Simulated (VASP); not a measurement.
A run of VASP 6.6.1:

INCAR

```
  PREC = Accurate
  ENCUT = 520
  EDIFF = 1E-7
  ISMEAR = 0
  SIGMA = 0.05
  LREAL = False
  LASPH = True
  NELM = 150
  ALGO = Fast
  ISIF = 2
  LWAVE = False
  LCHARG = False
  ISPIN = 2
  MAGMOM = 0 3.67 3.67 3.67
  LORBIT = 11
  LMAXMIX = 4
  GGA = PE
  NBANDS = 37
```

Contents of KPOINTS:

```
Automatic mesh
0
Gamma
  8 8 8
```

File POSCAR:

```
YMn3
1.0
    4.1609576780      0.0000000000      0.0000000000
    0.0000000000      4.1609576780      0.0000000000
    0.0000000000      0.0000000000      4.1609576780
Y Mn
1 3
Direct
    0.0000000000      0.0000000000      0.0000000000
    0.0000000000      0.5000000000      0.5000000000
    0.5000000000      0.5000000000      0.0000000000
    0.5000000000      0.0000000000      0.5000000000
```

Potentials or basis: VASP PAW PBE potentials, release 64 (Y_sv, Mn_pv).

Command:

```bash
$ cat potpaw_PBE.64/Y_sv/POTCAR potpaw_PBE.64/Mn_pv/POTCAR > POTCAR
$ mpirun -np 1 vasp_std > vasp.out
```

Hardware: 1 thread of AMD EPYC 9R45 96-Core Processor (Zen 5) (shared host).

Q: Estimate the wall time of this run.

A: Wall time 2.6 min on 1 thread of AMD EPYC 9R45 96-Core Processor (Zen 5) (shared host), peak memory 0.28 GiB. Counts: scf iterations 25, k points 35.
